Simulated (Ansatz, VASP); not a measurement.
## One calculation of Ga5N, two programs

```
Ga N
1.0
     3.03178    0.00000    0.00000
    -1.51589    2.62560    0.00000
     0.00000    0.00000   12.31986
Ga N
5 1
Direct
  0.00000 0.00000 0.89407
  0.66667 0.33333 0.69671
  0.00000 0.00000 0.50000
  0.66667 0.33333 0.30329
  0.00000 0.00000 0.10593
  0.66667 0.33333 0.00000
```

Change from the starting cell: species swapped into the LiMg5 type (P-6m2, No. 187).

Alike in both runs: functional PBE; k mesh 6 × 6 × 2; occupations gaussian, width 0.1 eV; no spin polarisation.

Ansatz relaxed the structure, and its values are those at the end. VASP's run is a single point on that final structure, the one shown.

|  | VASP | Ansatz |
| --- | --- | --- |
| version | VASP 6.6.1 | Ansatz 0.2.0 |
| potentials or method | VASP PAW PBE potentials, release 64 (Ga_d, N), cutoff 520 eV | scalar-relativistic, plane waves, PAW |
| valence electrons in the cell | 70 | 70 |

Ansatz gave:

| Quantity | Value |
| --- | --- |
| gap on the k mesh at the Fermi level (eV) | none |
| pressure (GPa) | 0.0 |
| rms of the force components (eV/Å) | 0.015 |

Question: Estimate VASP's values.

Answer: gap on the k mesh at the Fermi level (eV): none; pressure (GPa): 0.2; rms of the force components (eV/Å): 0.010.

A gap of «none» marks a metal or a gap that the smearing closes.

The k mesh is coarse, so the values compare programs but aren't converged.
